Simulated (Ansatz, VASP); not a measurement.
Se: VASP beside Ansatz

```
CELL_PARAMETERS angstrom
0.00000 3.12557 3.12557
3.12557 0.00000 3.12557
3.12557 3.12557 0.00000
ATOMIC_POSITIONS crystal
Se 0.50000 0.50000 0.50000
Se 0.75000 0.75000 0.75000
```

Alike in both runs: task single point; functional LDA; k mesh 6 × 6 × 6; occupations gaussian, width 0.1 eV; no spin polarisation.

|  | VASP | Ansatz |
| --- | --- | --- |
| version | VASP 6.6.1 | Ansatz 0.2.0 |
| potentials or method | VASP PAW LDA potentials, release 64 (Se), cutoff 520 eV | scalar-relativistic, plane waves, PAW |
| valence electrons in the cell | 12 | 32 |

Ansatz gave:

| Quantity | Value |
| --- | --- |
| gap on the k mesh at the Fermi level (eV) | none |
| pressure (GPa) | -1.8 |

**Question.** What did VASP give for the same quantities?

**Answer.** gap on the k mesh at the Fermi level (eV): none; pressure (GPa): -1.7.

LDA's correlation is that of Perdew and Zunger in VASP and of Perdew and Wang (1992) in Ansatz. A gap of «none» marks a metal or a gap that the smearing closes. VASP's potentials hold 12 valence electrons a cell and Ansatz's 32, so a difference there can come from the potentials and not from the codes.
